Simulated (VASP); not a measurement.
GaP, 2 atoms in the cell. It takes space group I-4m2 (No. 119, tetragonal). The conventional cell has a = 3.854 Å, b = 3.854 Å, c = 5.150 Å, α = 90.00°, β = 90.00°, γ = 90.00°. Ga (site symmetry -4m2) has 4 P at 2.32 Å within 3.1 Å. P (site symmetry -4m2) has 4 Ga at 2.32 Å within 3.1 Å.  This cell differs from its parent crystal: uniaxial x strain -5.5%.

- Program: VASP 6.6.1
- Task: single point
- Functional: PBE
- Potentials or basis: VASP PAW PBE potentials, release 64 (Ga_d, P)
- Cutoff: 520 eV
- k mesh: 8 × 8 × 8
- Occupations: fermi-dirac, width 0.02 eV
- Spin: no spin polarisation
- Dipole correction: no
- Further INCAR settings: ALGO = Normal; EDIFF = 1e-06; NBANDS = 16

Potentials or basis: VASP PAW PBE potentials, release 64 (Ga_d, P).

Command:

```console
$ cat potpaw_PBE.64/Ga_d/POTCAR potpaw_PBE.64/P/POTCAR > POTCAR
$ mpirun -np 1 vasp_std > vasp.out
```

Hardware: 1 thread of Intel(R) Xeon(R) Platinum 8559C (Emerald Rapids), with other jobs on the host.

How long does it take, and how much memory?

Wall time 19 s on 1 thread of Intel(R) Xeon(R) Platinum 8559C (Emerald Rapids) (shared host), peak memory 0.17 GiB. Counts: scf iterations 12, k points 59.
